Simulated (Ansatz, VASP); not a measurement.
Re in VASP and in Ansatz

```
Re
1.0
     3.27909    1.89318    6.47146
    -3.27909    1.89318    6.47146
     0.00000   -3.78637    6.47146
Re
12
Direct
  0.02138 0.63750 0.02138
  0.02138 0.02138 0.63750
  0.63750 0.02138 0.02138
  0.97862 0.36250 0.97862
  0.36250 0.97862 0.97862
  0.97862 0.97862 0.36250
  0.23225 0.61559 0.23225
  0.23225 0.23225 0.61559
  0.61559 0.23225 0.23225
  0.76775 0.38441 0.76775
  0.38441 0.76775 0.76775
  0.76775 0.76775 0.38441
```

Alike in both runs: functional PBEsol; k mesh 3 × 3 × 3; occupations gaussian, width 0.1 eV; no spin polarisation.

Ansatz relaxed the structure, and its values are those at the end. VASP's run is a single point on that final structure, the one shown.

|  | VASP | Ansatz |
| --- | --- | --- |
| version | VASP 6.6.1 | Ansatz 0.2.0 |
| potentials or method | VASP PAW PBE potentials, release 64 (Re_sv_GW), cutoff 560 eV | scalar-relativistic, plane waves, PAW |
| valence electrons in the cell | 180 | 180 |

```csv
,VASP,Ansatz,Ansatz less VASP
gap on the k mesh at the Fermi level (eV),none,none,-
pressure (GPa),-1.8,0.0,+1.80
rms of the force components (eV/Å),0.018,0.004,-0.0134
```

VASP's potentials were made for PBE, not for PBEsol. A gap of «none» marks a metal or a gap that the smearing closes. The functional is the same, so the differences come from potentials, cutoffs and numerics.

The k mesh is coarse, so the values compare programs but aren't converged. Spin-orbit coupling is off throughout.
